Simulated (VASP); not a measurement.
# Cs (P6/mmm) in VASP: relaxation of cell and atoms with PBE

Aim: the relaxation of cell and atoms of Cs with PBE.

All numbers are computed with VASP 6.6.1; they aren't measurements. Logs are shortened: lines on timing, memory, paths and dates and some standing lists are left out, and cuts for length are marked.

**1. The cell of the first run**

Symmetry: P6/mmm, No. 191, hexagonal system. Conventional cell: a = 8.668 Å, b = 8.668 Å, c = 5.374 Å, α = 90.00°, β = 90.00°, γ = 120.00°.

**2. Relaxation of cell and atoms, PBE**

File INCAR:

```
PREC = Accurate
ENCUT = 600
EDIFF = 1E-6
ISMEAR = -1
SIGMA = 0.08
LREAL = False
LASPH = True
NELM = 60
ALGO = Normal
ISIF = 3
LWAVE = False
LCHARG = False
GGA = PE
IBRION = 2
NSW = 60
EDIFFG = -0.005
```

File KPOINTS:

```
regular mesh
0
Gamma
  4 4 6
```

File POSCAR:

```
Cs
1.0
    8.6676725299      0.0000000000      0.0000000000
   -4.3338362649      7.5064246026      0.0000000000
    0.0000000000      0.0000000000      5.3739569685
Cs
3
Direct
    0.0000000000      0.0000000000      0.0000000000
    0.3333333333      0.6666666667      0.5000000000
    0.6666666667      0.3333333333      0.5000000000
```

Potentials or basis: VASP PAW PBE potentials, release 64 (Cs_sv).

On the command line:

```console
> cat potpaw_PBE.64/Cs_sv/POTCAR > POTCAR
> mpirun -np 1 vasp_std > vasp.out
```

OUTCAR:

```text
PREC = Accurate
   ENCUT = 600
   EDIFF = 1E-6
   ISMEAR = -1
   LREAL = False
   LASPH = True
   NELM = 60
   ISIF = 3
   GGA = PE
   IBRION = 2
   NSW = 60
   EDIFFG = -0.005

 ion  position               nearest neighbor table
   1  0.000  0.000  0.000-
   2  0.333  0.667  0.500-
   3  0.667  0.333  0.500-

  LATTYP: Found a hexagonal cell.
 ALAT       =     8.6676725299
 C/A-ratio  =     0.6200000000

  Lattice vectors:

 A1 = (   8.6676725299,   0.0000000000,   0.0000000000)
 A2 = (  -4.3338362649,   7.5064246026,   0.0000000000)
 A3 = (   0.0000000000,   0.0000000000,   5.3739569685)

Analysis of symmetry for initial positions (statically):
=====================================================================
 Subroutine PRICEL returns:
 Original cell was already a primitive cell.

 Routine SETGRP: Setting up the symmetry group for a
 hexagonal supercell.

 Subroutine GETGRP returns: Found 24 space group operations
 (whereof 24 operations were pure point group operations)
 out of a pool of 24 trial point group operations.

The static configuration has the point symmetry D_6h.

Analysis of symmetry for dynamics (positions and initial velocities):
=====================================================================
 Subroutine PRICEL returns:
 Original cell was already a primitive cell.

 Routine SETGRP: Setting up the symmetry group for a
 hexagonal supercell.

 Subroutine GETGRP returns: Found 24 space group operations
 (whereof 24 operations were pure point group operations)
 out of a pool of 24 trial point group operations.

The dynamic configuration has the point symmetry D_6h.

 Subroutine INISYM returns: Found 24 space group operations
 (whereof 24 operations are pure point group operations),
 and found     1 'primitive' translations

----------------------------------------------------------------------------------------

                                     Primitive cell

  volume of cell :     349.6470

  direct lattice vectors                    reciprocal lattice vectors
     8.667672530  0.000000000  0.000000000     0.115371225  0.066609608  0.000000000
    -4.333836265  7.506424603  0.000000000     0.000000000  0.133219216  0.000000000
     0.000000000  0.000000000  5.373956968     0.000000000  0.000000000  0.186082621

  length of vectors
     8.667672530  8.667672530  5.373956968     0.133219216  0.133219216  0.186082621

  position of ions in fractional coordinates (direct lattice)
     0.000000000  0.000000000  0.000000000
     0.333333333  0.666666667  0.500000000
     0.666666667  0.333333333  0.500000000

  ion indices of the primitive-cell ions
   primitive index   ion index
                 1           1
                 2           2
                 3           3

----------------------------------------------------------------------------------------

 KPOINTS: regular mesh

Automatic generation of k-mesh.
 Grid dimensions read from file:
 generate k-points for:    4    4    6

 Generating k-lattice:

  Cartesian coordinates                     Fractional coordinates (reciprocal lattice)
     0.028842806  0.016652402  0.000000000     0.250000000  0.000000000  0.000000000
     0.000000000  0.033304804  0.000000000     0.000000000  0.250000000  0.000000000
     0.000000000  0.000000000  0.031013770     0.000000000  0.000000000  0.166666667

  Length of vectors
     0.033304804  0.033304804  0.031013770

  Shift w.r.t. Gamma in fractional coordinates (k-lattice)
     0.000000000  0.000000000  0.000000000

 Subroutine IBZKPT returns following result:
 ===========================================

 Found     16 irreducible k-points:

 Following reciprocal coordinates:
            Coordinates               Weight
  0.000000  0.000000  0.000000      1.000000
  0.250000  0.000000  0.000000      6.000000
  0.500000  0.000000  0.000000      3.000000
  0.250000  0.250000  0.000000      6.000000
  0.000000  0.000000  0.166667      2.000000
  0.250000  0.000000  0.166667     12.000000
[... 8 lines left out ...]
  0.500000  0.000000  0.500000      3.000000
  0.250000  0.250000  0.500000      6.000000
   k-points           NKPTS =     16   k-points in BZ     NKDIM =     16   number of bands    NBANDS=     17
   number of dos      NEDOS =    301   number of ions     NIONS =      3
   total plane-waves  NPLWV = 235200
   dimension x,y,z NGX =    70 NGY =   70 NGZ =   48
   dimension x,y,z NGXF=   140 NGYF=  140 NGZF=   96
   ions per type =               3
   NGX,Y,Z   is equivalent  to a cutoff of  13.43, 13.43, 14.85 a.u.
   NGXF,Y,Z  is equivalent  to a cutoff of  26.85, 26.85, 29.70 a.u.
 SYSTEM =  unknown system
   PREC   = accura    normal or accurate (medium, high low for compatibility)
   ISTART =      0    job   : 0-new  1-cont  2-samecut
   ICHARG =      2    charge: 1-file 2-atom 10-const
   ISPIN  =      1    spin polarized calculation?
   LNONCOLLINEAR =      F non collinear calculations
   LSORBIT =      F    spin-orbit coupling
   LASPH  =      T    aspherical Exc in radial PAW
   ENCUT  =  600.0 eV  44.10 Ry    6.64 a.u.  17.31 17.31 10.73*2*pi/ulx,y,z
   NELM   =     60;   NELMIN=  2; NELMDL= -5     # of ELM steps
   EDIFF  = 0.1E-05   stopping-criterion for ELM
   LREAL  =      F    real-space projection
   EDIFFG = -.5E-02   stopping-criterion for IOM
   NSW    =     60    number of steps for IOM
   IBRION =      2    ionic relax: 0-MD 1-quasi-New 2-CG
   NFREE  =      1    steps in history (QN), initial steepest desc. (CG)
   ISIF   =      3    stress and relaxation
   ISYM   =      2    0-nonsym 1-usesym 2-fastsym
   POTIM  = 0.5000    time-step for ionic-motion
   TEBEG  =    0.0;   TEEND  =   0.0 temperature during run
   PSTRESS=    0.0 pullay stress
   NELECT =      27.0000    total number of electrons
   NUPDOWN=      -1.0000    fix difference up-down
   EMIN   =  10.00;   EMAX   =-10.00  energy-range for DOS
   EFERMI =   0.00;   METHOD = LEGACY
   ISMEAR =    -1;   SIGMA  =   0.08  broadening in eV -4-tet -1-fermi 0-gaus
   EFERMI_NEDOS =   21; number of points for ismear=-14 and -15
   IALGO  =     38    algorithm
   IMIX   =      4    mixing-type and parameters
     AMIX     =   0.40;   BMIX     =  1.00
     AMIX_MAG =   1.60;   BMIX_MAG =  1.00
  volume/ion in A,a.u.               =     116.55       786.51
  Fermi-wavevector in a.u.,A,eV,Ry     =   0.697139  1.317402  6.612473  0.486003
  Thomas-Fermi vector in A             =   1.780384
   LORBIT       =      0    0 simple, 1 ext, 2 COOP (PROOUT), +10 PAW based schemes
   GGA     = PE    functional components
   LHFCALC =     F    Hartree Fock is set to
   AEXX    =    0.0000 exact exchange contribution
   IVDW    =     0    specifies the selected vdW correction
   LEPSILON=     F    determine dielectric tensor
   LRPA    =     F    only Hartree local field effects (RPA)
 conjugate gradient relaxation of ions
 non-spin polarized calculation
  energy-cutoff  :      600.00
  volume of cell :      349.65
 maximum number of plane-waves:     11698
 NGX is ok and might be reduce to    70
   NGX = 35   NGY = 35   NGZ = 21

--------------------------------------- Ionic step        1  -------------------------------------------

 number of electron      26.9999999 magnetization

 Free energy of the ion-electron system (eV)
  ---------------------------------------------------
  ext. energy  EPLUGINS =         0.00000000
  ---------------------------------------------------
  free energy    TOTEN  =        -2.56348671 eV

  energy without entropy =       -2.48807184  energy(sigma->0) =       -2.52577927

------------------------ aborting loop because EDIFF is reached ----------------------------------------

  FORCE on cell =-STRESS in cart. coord.  units (eV):
  Direction    XX          YY          ZZ          XY          YZ          ZX
  --------------------------------------------------------------------------------------
  -------------------------------------------------------------------------------------
  Total        0.1409057      0.1409057     -0.1303310      0.0000000     -0.0000000      0.0000000
  in kB        0.6456682      0.6456682     -0.5972119      0.0000000     -0.0000000      0.0000000
  external PRESSURE =       0.2313749 kB  Pullay stress =       0.0000000 kB
[... 92 lines left out ...]
  FREE ENERGIE OF THE ION-ELECTRON SYSTEM (eV)
  ---------------------------------------------------
  free  energy   TOTEN  =        -2.5662765948 eV

  energy  without entropy=       -2.4912118278  energy(sigma->0) =       -2.52874421

[... ionic steps 4 to 7 ...]

--------------------------------------- Ionic step        8  -------------------------------------------

 number of electron      27.0000000 magnetization

------------------------ aborting loop because EDIFF is reached ----------------------------------------

  FORCE on cell =-STRESS in cart. coord.  units (eV):
  Direction    XX          YY          ZZ          XY          YZ          ZX
  --------------------------------------------------------------------------------------
  -------------------------------------------------------------------------------------
  Total       -0.0270399     -0.0270399     -0.0605955     -0.0000000      0.0000000      0.0000000
  in kB       -0.1214185     -0.1214185     -0.2720943     -0.0000000      0.0000000      0.0000000
  external PRESSURE =      -0.1716438 kB  Pullay stress =       0.0000000 kB
[... 59 lines left out ...]
  energy  without entropy=       -2.4930893183  energy(sigma->0) =       -2.53031501

--------------------------------------- Ionic step       10  -------------------------------------------

 number of electron      27.0000001 magnetization

 Free energy of the ion-electron system (eV)
  ---------------------------------------------------
  ext. energy  EPLUGINS =         0.00000000
  ---------------------------------------------------
  free energy    TOTEN  =        -2.56761046 eV

  energy without entropy =       -2.49326957  energy(sigma->0) =       -2.53044001

 E-fermi :   0.4054     XC(G=0):  -5.3509

 val. band max:        0.3941256032   @ k =   0.2500   0.0000   0.0000
 cond. band min:       0.4246410772   @ k =   0.5000   0.0000   0.0000
 fundamental gap:      0.0305154740
 Fermi energy:         0.4053856642

 k-point     1 :       0.0000    0.0000    0.0000
  band No.  band energies     occupation
      1     -23.5027      2.00000
      2     -23.4948      2.00000
      3     -23.4218      2.00000
      4     -10.3558      2.00000
      5     -10.3558      2.00000
      6     -10.2814      2.00000
[... 9 lines left out ...]
     16       1.2536      0.00005
     17       1.2666      0.00004
[... 328 lines left out ...]
  FREE ENERGIE OF THE ION-ELECTRON SYSTEM (eV)
  ---------------------------------------------------
  free  energy   TOTEN  =        -2.5676104611 eV

  energy  without entropy=       -2.4932695665  energy(sigma->0) =       -2.53044001

 reached required accuracy - stopping structural energy minimisation
```

Run time: 11 min. Hardware: 1 thread of Oxide Virtual Turin-like, shared host; peak memory 0.56 GiB.

Results:

```
Free energy                            : -2.5676 eV
Relaxed volume                         : 117.53 Å³/atom
Relaxed cell                           : a = 8.820 Å, b = 8.820 Å, c = 5.234 Å, α = 90.00°, β = 90.00°, γ = 120.00°
Space group after relaxing (to 0.05 Å) : P6/mmm (No. 191)
Energy gained by relaxing              : 1.4 meV/atom
Ionic steps                            : 10
Pressure after relaxing                : 0.0 GPa
```

Step by step:
| step | energy change (eV) | largest force (eV/Å) | pressure (GPa) | volume (Å³) |
| --- | --- | --- | --- | --- |
| 1 | 0.0000 | 0.0000 | 0.02 | 349.65 |
| 2 | -0.0009 | 0.0000 | 0.02 | 350.50 |
| 3 | -0.0028 | 0.0000 | 0.02 | 353.03 |
| 4 | -0.0038 | 0.0000 | -0.02 | 358.01 |
| 5 | -0.0039 | 0.0000 | -0.02 | 357.06 |
| 6 | -0.0039 | 0.0000 | -0.02 | 356.22 |
| 7 | -0.0039 | 0.0000 | -0.02 | 356.55 |
| 8 | -0.0039 | 0.0000 | -0.02 | 356.81 |
| 9 | -0.0041 | 0.0000 | -0.01 | 355.34 |
| 10 | -0.0041 | 0.0000 | 0.00 | 352.60 |

Final structure:
```yaml
crystal:
  lattice:
    - [8.82000, 0.00000, 0.00000]
    - [-4.41000, 7.63835, 0.00000]
    - [0.00000, 0.00000, 5.23382]
  atoms:
    - { symbol: Cs, position: [0.00000, 0.00000, 0.00000] }
    - { symbol: Cs, position: [0.33333, 0.66667, 0.50000] }
    - { symbol: Cs, position: [0.66667, 0.33333, 0.50000] }
```

Caveat: spin-orbit coupling is left out, which moves the levels of the heavy elements.
